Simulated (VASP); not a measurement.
**Be2CdO3: single point with PBE**

Crystal: Be2CdO3.

```
CELL_PARAMETERS angstrom
4.93491 0.00000 0.00000
-2.46746 4.27376 0.00000
0.00000 0.00000 2.49688
ATOMIC_POSITIONS crystal
Be 0.33333 0.66667 0.50000
Be 0.66667 0.33333 0.50000
Cd 0.00000 0.00000 0.50000
O 0.50000 0.00000 0.00000
O 0.00000 0.50000 0.00000
O 0.50000 0.50000 0.00000
```

The cell was generated, and may not be a known phase.

```json
{
 "Program": "VASP 6.6.1",
 "Task": "single point",
 "Functional": "PBE",
 "Potentials or basis": "VASP PAW PBE potentials, release 64 (Be, Cd_sv_GW, O)",
 "Cutoff": "700 eV",
 "k mesh": "3 × 3 × 3",
 "Occupations": "gaussian, width 0.15 eV",
 "Spin": "no spin polarisation"
}
```

```json
{"Pressure": "0.1 GPa", "Band gap on the k mesh": "zero (bands 21 and 22 overlap by 0.02 eV)"}
```

Stress tensor (GPa, compression positive):
```
 0.29  0.00  0.00
 0.00  0.29  0.00
 0.00  0.00 -0.20
```

Levels at points of the mesh, in eV from the Fermi level:
| k point | band 19 | band 20 | band 21 | band 22 | band 23 | band 24 |
| --- | --- | --- | --- | --- | --- | --- |
| (0.00, 0.00, 0.00) | -0.86 | -0.67 | -0.15 | -0.15 | 7.77 | 7.96 |

It took 17 s on 1 thread of Intel(R) Xeon(R) Platinum 8559C (Emerald Rapids) (shared host), peak memory 0.23 GiB.

Caveat: the k points lie up to 0.84 Å⁻¹ apart, too coarse for converged energies, forces and pressures; semilocal functionals underestimate gaps, and a narrow one can read as zero.
